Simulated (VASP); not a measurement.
# BP (I-4m2) in VASP: further runs, part 2 of 2

VASP 6.6.1. Earlier steps stand in the parts before.

### 3 Single point, PBE (strain -0.0050 x Voigt [0, 1, 0, 0, 0, 0])

File INCAR:

```
  PREC = Accurate
  ENCUT = 520
  EDIFF = 1E-7
  ISMEAR = 0
  SIGMA = 0.05
  LREAL = F
  LASPH = T
  NELM = 80
  ALGO = Normal
  ISIF = 2
  LWAVE = F
  LCHARG = T
  GGA = PE
  LELF = T
  LVHAR = T
  NBANDS = 11
```

File KPOINTS:

```
regular mesh
0
Gamma
  10 10 10
```

File POSCAR:

```
BP
1.0
    0.0000000000      2.2576550000      2.2690000000
    2.2690000000      0.0000000000      2.2690000000
    2.2690000000      2.2576550000      0.0000000000
B P
1 1
Direct
    0.0000000000      0.0000000000      0.0000000000
    0.7500000000      0.7500000000      0.7500000000
```

Potentials or basis: VASP PAW PBE potentials, release 64 (B, P).

Run with:

```
cat potpaw_PBE.64/B/POTCAR potpaw_PBE.64/P/POTCAR > POTCAR
mpirun -np 1 vasp_std > vasp.out
```

Wall time 24 s (1 thread of Intel Xeon 8259CL, shared host); peak memory 0.15 GiB.

The run converged. Its results:

| Item | Value |
| --- | --- |
| Free energy | -12.9291 eV |
| Pressure | 1.7 GPa |
| Band gap on the k mesh | 1.16 eV, indirect (least direct gap 3.36 eV) |

Stress tensor (GPa, compression positive):
```
1.29 0.00 0.00
0.00 2.63 0.00
0.00 0.00 1.29
```

Levels at points of the mesh, in eV from the valence-band top:
```tsv
k point	band 2	band 3	band 4	band 5	band 6	band 7
(0.00, 0.00, 0.00)	-0.05	-0.05	0.00	3.36	3.39	3.39
(0.50, 0.00, 0.00)	-9.10	-1.83	-1.76	3.78	4.66	4.71
(0.50, 0.50, 0.00)	-8.66	-4.15	-4.14	1.31	1.65	12.09
(0.50, 0.00, 0.50)	-8.61	-4.20	-4.20	1.25	1.57	12.14
```

Caveat: the cell differs from its parent crystal (strain -0.0050 x Voigt [0, 1, 0, 0, 0, 0]).

### 4 Single point, PBE (strain +0.0050 x Voigt [0, 1, 0, 0, 0, 0])

File INCAR:

```
PREC = Accurate
ENCUT = 520
EDIFF = 1E-6
ISMEAR = 0
SIGMA = 0.05
LREAL = F
LASPH = T
NELM = 60
ALGO = Normal
ISIF = 2
LWAVE = F
LCHARG = F
GGA = PE
NBANDS = 11
```

File KPOINTS:

```
Automatic mesh
0
Gamma
  10 10 10
```

File POSCAR:

```
BP
1.0
    0.0000000000      2.2803450000      2.2690000000
    2.2690000000      0.0000000000      2.2690000000
    2.2690000000      2.2803450000      0.0000000000
B P
1 1
Direct
    0.0000000000      0.0000000000      0.0000000000
    0.7500000000      0.7500000000      0.7500000000
```

Potentials or basis: VASP PAW PBE potentials, release 64 (B, P).

Run with:

```
cat potpaw_PBE.64/B/POTCAR potpaw_PBE.64/P/POTCAR > POTCAR
mpirun -np 1 vasp_std > vasp.out
```

OUTCAR:

```text
PREC = Accurate
   ENCUT = 520
   EDIFF = 1E-6
   ISMEAR = 0
   LREAL = F
   LASPH = T
   NELM = 60
   ISIF = 2
   GGA = PE

 ion  position               nearest neighbor table
   1  0.000  0.000  0.000-   2 1.97   2 1.97   2 1.97   2 1.97
   2  0.750  0.750  0.750-   1 1.97   1 1.97   1 1.97   1 1.97

  LATTYP: Found a body centered tetragonal cell.
 ALAT       =     3.2088505730
 C/A-ratio  =     1.4212846302

  Lattice vectors:

 A1 = (   0.0000000000,  -2.2803450000,   2.2690000000)
 A2 = (   0.0000000000,  -2.2803450000,  -2.2690000000)
 A3 = (   2.2690000000,   2.2803450000,   0.0000000000)

Analysis of symmetry for initial positions (statically):
=====================================================================
 Subroutine PRICEL returns:
 Original cell was already a primitive cell.

 Routine SETGRP: Setting up the symmetry group for a
 body centered tetragonal supercell.

 Subroutine GETGRP returns: Found  8 space group operations
 (whereof  8 operations were pure point group operations)
 out of a pool of 16 trial point group operations.

The static configuration has the point symmetry D_2d.

Analysis of symmetry for dynamics (positions and initial velocities):
[... 165 lines left out ...]

 k-point     1 :       0.0000    0.0000    0.0000
  band No.  band energies     occupation
      1      -8.0419      2.00000
      2       7.3414      2.00000
      3       7.3904      2.00000
      4       7.3904      2.00000
      5      10.7582      0.00000
      6      10.7582      0.00000
      7      10.7864      0.00000
      8      14.6721      0.00000
      9      18.8532      0.00000
     10      19.4225      0.00000
     11      19.5541      0.00000
[... 309 lines left out ...]
 k-point    24 :       0.4000    0.3000   -0.0000
  band No.  band energies     occupation
      1      -5.1069      2.00000
      2       1.2375      2.00000
      3       3.3377      2.00000
      4       3.8588      2.00000
      5       9.1688      0.00000
      6      10.9835      0.00000
      7      16.7593      0.00000
      8      16.8869      0.00000
      9      21.3330      0.00000
     10      22.5987      0.00000
     11      24.3770      0.00000

 [... further k-points ...]
[... 5 lines left out ...]
  --------------------------------------------------------------------------------------
  -------------------------------------------------------------------------------------
  Total        0.0760117     -0.1204681      0.0760117      0.0000000      0.0000000      0.0000000
  in kB        5.1867050     -8.2202144      5.1867050      0.0000000      0.0000000      0.0000000
  external PRESSURE =       0.7177319 kB  Pullay stress =       0.0000000 kB

 VOLUME and BASIS-vectors are now :
 -----------------------------------------------------------------------------
  energy-cutoff  :      520.00
  volume of cell :       23.48
      direct lattice vectors                 reciprocal lattice vectors
     0.000000000  2.280345000  2.269000000    -0.220361393  0.219265067  0.220361393
     2.269000000  0.000000000  2.269000000     0.220361393 -0.219265067  0.220361393
     2.269000000  2.280345000  0.000000000     0.220361393  0.219265067 -0.220361393

 POSITION                                       TOTAL-FORCE (eV/Angst)
 -----------------------------------------------------------------------------------
      0.00000      0.00000      0.00000         0.000000     -0.000000     -0.000000
      3.40350      3.42052      3.40350        -0.000000      0.000000      0.000000
 -----------------------------------------------------------------------------------
    total drift:                               -0.000000     -0.000000     -0.000000

  FREE ENERGIE OF THE ION-ELECTRON SYSTEM (eV)
  ---------------------------------------------------
  free  energy   TOTEN  =       -12.9305663483 eV

  energy  without entropy=      -12.9305663483  energy(sigma->0) =      -12.93056635
```

Run time: 24 s. Hardware: 1 thread of Intel Xeon 8259CL, shared host; peak memory 0.15 GiB.

Results:

- Free energy: -12.9306 eV
- Pressure: 0.1 GPa
- Band gap on the k mesh: 1.21 eV, indirect (least direct gap 3.37 eV)

Levels at points of the mesh, in eV from the valence-band top:
```tsv
k point	band 1	band 2	band 3	band 4	band 5	band 6	band 7	band 8	band 9
(0.00, 0.00, 0.00)	-15.43	-0.05	0.00	0.00	3.37	3.37	3.40	7.28	11.46
(0.50, 0.00, 0.00)	-12.13	-9.01	-1.80	-1.74	3.73	4.67	4.72	10.09	14.55
(0.50, 0.50, 0.00)	-10.59	-8.56	-4.13	-4.12	1.31	1.62	12.01	12.11	15.17
(0.50, 0.00, 0.50)	-10.64	-8.60	-4.08	-4.08	1.36	1.69	12.06	12.06	15.12
```

Caveat: the cell differs from its parent crystal (strain +0.0050 x Voigt [0, 1, 0, 0, 0, 0]). A k mesh can miss the band edges.

### 5 Overview

```tsv
cell	gap on the mesh (eV)	pressure (GPa)
a = 3.185, b = 3.209 Å, angles 59.8, 60.5, 59.8°, 2 atoms	0.99	3.5
a = 3.201, b = 3.209 Å, angles 59.9, 60.2, 59.9°, 2 atoms	1.16	1.7
a = 3.217, b = 3.209 Å, angles 60.1, 59.8, 60.1°, 2 atoms	1.21	0.1
```

Alike in all rows: task single point; level PBE; potentials or basis VASP PAW PBE potentials, release 64 (B, P); no spin polarisation; k mesh 10 × 10 × 10; cutoff (eV) 520; smearing gaussian 0.05 eV.

Absolute energies hang on the potentials; compare differences alone.
